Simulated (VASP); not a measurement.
Here is a VASP 6.6.1 calculation.

The input INCAR:

```
ALGO = Normal
EDIFF = 1E-7
EDIFFG = -0.01
ENCUT = 600
GGA = PE
IBRION = 2
ISIF = 3
ISMEAR = -1
LASPH = T
LCHARG = F
LREAL = F
LWAVE = F
NELM = 100
NSW = 60
PREC = Accurate
SIGMA = 0.1
```

KPOINTS

```
k-points
0
Gamma
  5 5 5
```

POSCAR

```
Ba
1.0
   -2.4986240000      2.4986240000      2.4986240000
    2.4986240000     -2.4986240000      2.4986240000
    2.4986240000      2.4986240000     -2.4986240000
Ba
1
Direct
    0.0000000000      0.0000000000      0.0000000000
```

Potentials or basis: VASP PAW PBE potentials, release 64 (Ba_sv).

Run with:

```bash
$ cat potpaw_PBE.64/Ba_sv/POTCAR > POTCAR
$ mpirun -np 1 vasp_std > vasp.out
```

Question: What does it give for the relaxed cell?

Answer: a = 4.344 Å, b = 4.344 Å, c = 4.344 Å, α = 109.47°, β = 109.47°, γ = 109.47°.

Question: What does it give for the band gap on the k mesh?

Answer: Zero (band 5 reaches 1.82 eV, above the bottom of band 6 at 1.31 eV).

Question: Estimate the space group after relaxing (to 0.05 Å).

Answer: Im-3m (No. 229).

Question: Predict the relaxed volume.

Answer: 63.12 Å³/atom.

The path:
```csv
step,energy change (eV),largest force (eV/Å),pressure (GPa),volume (Å³)
1,0.0000,0.0000,0.10,62.40
2,-0.0002,0.0000,0.05,62.74
3,-0.0002,0.0000,0.00,63.12
```

Caveat: spin-orbit coupling is left out, which moves the levels of the heavy elements. PBE usually gives volumes a little too large and moduli too small.
